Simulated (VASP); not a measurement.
Runs of VASP 6.6.1 on Ba3Zn. The structure is that of space group Pm-3m (No. 221), or close to it. The cells are those of the table. 

```csv
task,cell,k mesh,cutoff (eV),gap on the mesh (eV),pressure (GPa)
single point,"a = 4.989 Å, 4 atoms",4 × 4 × 4,520,none,9.5
relaxation of cell and atoms,"relaxed from a = 4.989 Å, 4 atoms",4 × 4 × 4,600,none,-0.1
single point,"a = 5.658 Å, 4 atoms",8 × 8 × 8,520,none,0.2
single point,"a = 5.676 Å, 4 atoms",4 × 4 × 4,520,none,(a)
```

Alike in all rows: level PBE; potentials or basis VASP PAW PBE potentials, release 64 (Ba_sv, Zn); no spin polarisation; smearing gaussian 0.1 eV.

Task: Estimate the missing entries.

Result: (a) 0.3.

Caveats: spin-orbit coupling is left out, which moves the levels of the heavy elements.

A k mesh can miss the band edges, and the runs leave out spin-orbit coupling on Ba.

A gap of «none» marks levels without a gap at the run's occupations.
